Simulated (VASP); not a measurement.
Write the native input for VASP 6.6.1 that does the following.

```yaml
Task: relaxation of cell and atoms
Functional: PBE
Potentials_or_basis: VASP PAW PBE potentials, release 64 (Ta_pv, Ru_pv)
Cutoff: 600 eV
k_mesh: 3 × 3 × 4
Occupations: gaussian, width 0.1 eV
Spin: no spin polarisation
Dipole_correction: no
Further_INCAR_settings: ALGO = Normal; EDIFF = 1e-06; IBRION = 2; EDIFFG = -0.04; NSW = 90; ISIF = 3
```

The structure of Ta2Ru lies in POSCAR:

```
Ta2Ru
1.0
    5.9314727700      0.0000000000      0.0000000000
   -2.9657363900      5.1368061000      0.0000000000
    0.0000000000      0.0000000000      3.7843462800
Ta Ru
4 2
Direct
    0.6611961400      0.0000000000      0.5000000000
    0.0000000000      0.6611961400      0.5000000000
    0.3388038600      0.3388038600      0.5000000000
    0.0000000000      0.0000000000      0.5000000000
    0.3333333300      0.6666666700      0.5000000000
    0.6666666700      0.3333333300      0.5000000000
```

The cell was built from a structure type or drawn by symmetry, and may not be a known phase.

One way to write it, as run:

INCAR

```
SYSTEM = Ta2Ru
ALGO = Normal
EDIFF = 1E-6
EDIFFG = -0.04
ENCUT = 600
GGA = PE
IBRION = 2
ISIF = 3
ISMEAR = 0
LASPH = .TRUE.
LCHARG = .FALSE.
LREAL = .FALSE.
LWAVE = .FALSE.
NELM = 80
NSW = 90
PREC = Accurate
SIGMA = 0.1
```

KPOINTS

```
k-points
0
G
  3 3 4
  0 0 0
```

Potentials or basis: VASP PAW PBE potentials, release 64 (Ta_pv, Ru_pv).

The run is started by

```bash
$ cat potpaw_PBE.64/Ta_pv/POTCAR potpaw_PBE.64/Ru_pv/POTCAR > POTCAR
$ mpirun -np 1 vasp_std > vasp.out
```

Results of the run:

```yaml
Relaxed_volume: 22.42 Å³/atom
Relaxed_cell: a = 7.405 Å, b = 7.405 Å, c = 2.833 Å, α = 90.00°, β = 90.00°, γ = 120.00°
Space_group_after_relaxing_to_0.1_Å: P-62m (No. 189)
Pressure_after_relaxing: 0.0 GPa
Largest_force_after_relaxing: 0.035 eV/Å
Band_gap_on_the_k_mesh: zero (bands 36 and 37 overlap by 0.39 eV)
```

Caveat: the k points lie up to 0.55 Å⁻¹ apart in the final cell; the volume moved by over 15 % at a fixed basis, so the end points are rough; spin-orbit coupling is left out, which moves the levels of the heavy elements.

It took 20 min on 1 thread of Intel(R) Xeon(R) Platinum 8488C (Sapphire Rapids), with other jobs on the host, peak memory 0.29 GiB.
